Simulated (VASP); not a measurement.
A run of VASP 6.6.1 is set up as follows.

The input INCAR:

```
PREC = Accurate
ENCUT = 600
EDIFF = 1E-6
ISMEAR = -1
SIGMA = 0.02
LREAL = F
LASPH = T
NELM = 100
ALGO = Normal
ISIF = 3
LWAVE = F
LCHARG = F
GGA = PE
IBRION = 2
NSW = 80
EDIFFG = -0.005
```

KPOINTS

```
Automatic mesh
0
Gamma
  6 6 4
```

Contents of POSCAR:

```
BeZnSe2
1.0
    3.6014031192      0.0000000000      0.0000000000
    0.0000000000      3.6014031192      0.0000000000
    0.0000000000      0.0000000000      5.0931531347
Be Se Zn
1 2 1
Direct
    0.0000000000      0.0000000000      0.0000000000
    0.0000000000      0.5000000000      0.2500000000
    0.5000000000      0.0000000000      0.7500000000
    0.5000000000      0.5000000000      0.5000000000
```

Potentials or basis: VASP PAW PBE potentials, release 64 (Be, Se, Zn).

Launch:

```sh
$ cat potpaw_PBE.64/Be/POTCAR potpaw_PBE.64/Se/POTCAR potpaw_PBE.64/Zn/POTCAR > POTCAR
$ mpirun -np 1 vasp_std > vasp.out
```

Question: What does it give for the relaxed volume?

Answer: 20.37 Å³/atom.

Question: Estimate the space group after relaxing (to 0.05 Å).

Answer: P-4m2 (No. 115).

Final structure:
```yaml
crystal:
  lattice:
    - [3.84197, 0.00000, 0.00000]
    - [0.00000, 3.84197, 0.00000]
    - [0.00000, 0.00000, 5.51951]
  atoms:
    - { symbol: Be, position: [0.00000, 0.00000, 0.00000] }
    - { symbol: Se, position: [0.00000, 0.50000, 0.22262] }
    - { symbol: Se, position: [0.50000, 0.00000, 0.77738] }
    - { symbol: Zn, position: [0.50000, 0.50000, 0.50000] }
```

Caveat: the volume moved by over 15 % at a fixed basis, so the end points are rough.
